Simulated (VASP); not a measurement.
Here is a VASP 6.6.1 calculation.

Contents of INCAR:

```
SYSTEM = C
PREC = Accurate
ENCUT = 520
EDIFF = 1E-6
ISMEAR = 0
SIGMA = 0.05
LREAL = .FALSE.
LASPH = .TRUE.
NELM = 80
ALGO = Normal
ISIF = 2
LWAVE = .FALSE.
LCHARG = .TRUE.
GGA = PE
LELF = .TRUE.
LVHAR = .TRUE.
NBANDS = 11
```

File KPOINTS:

```
Automatic mesh
0
G
  12 12 12
  0 0 0
```

Contents of POSCAR:

```
C
1.0
    0.0000000000      1.7565694012      1.9345098815
    1.7565694012      0.0000000000      1.9345098815
    1.7565694012      1.7565694012      0.0000000000
C
2
Direct
    0.5000000000      0.5000000000      0.5000000000
    0.7500000000      0.7500000000      0.7500000000
```

Potentials or basis: VASP PAW PBE potentials, release 64 (C).

Run with:

```console
$ cat potpaw_PBE.64/C/POTCAR > POTCAR
$ mpirun -np 1 vasp_std > vasp.out
```

(1) What does it give for the band gap on the k mesh?

(2) Predict the pressure.

## Answers

(1) 2.87 eV, indirect (least direct gap 4.62 eV).

(2) -17.8 GPa.
